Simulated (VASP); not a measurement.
Na, 2 atoms in the cell. The structure is hexagonal, space group P6_3/mmc (No. 194). The conventional cell has a = 3.824 Å, b = 3.824 Å, c = 5.969 Å, α = 90.00°, β = 90.00°, γ = 120.00°. Within 4.9 Å of Na (site symmetry -6m2) lie 12 Na at 3.71 to 3.82 Å. This isn't the form of Na at room conditions, which is bcc. This cell differs from its parent crystal: strain +0.015 along x and y, -0.030 along z.

```yaml
Program: VASP 6.6.1
Task: single point
Functional: PBEsol
Potentials_or_basis: VASP PAW PBE potentials, release 64 (Na_pv)
Cutoff: 520 eV
k_mesh: 12 × 12 × 8
Occupations: gaussian, width 0.15 eV
Spin: no spin polarisation
Dipole_correction: no
Further_INCAR_settings: ALGO = Normal; EDIFF = 1e-06; NBANDS = 14
```

Potentials or basis: VASP PAW PBE potentials, release 64 (Na_pv).

Run with:

```bash
$ cat potpaw_PBE.64/Na_pv/POTCAR > POTCAR
$ mpirun -np 1 vasp_std > vasp.out
```

Hardware: 1 thread of Intel(R) Xeon(R) 6975P-C (Granite Rapids), on a shared host.

**Question.** Estimate the wall time of this run.

**Answer.** Run time: 21 s on 1 thread of Intel(R) Xeon(R) 6975P-C (Granite Rapids), on a shared host, peak memory 0.22 GiB. Counts: scf iterations 9, k points 95.
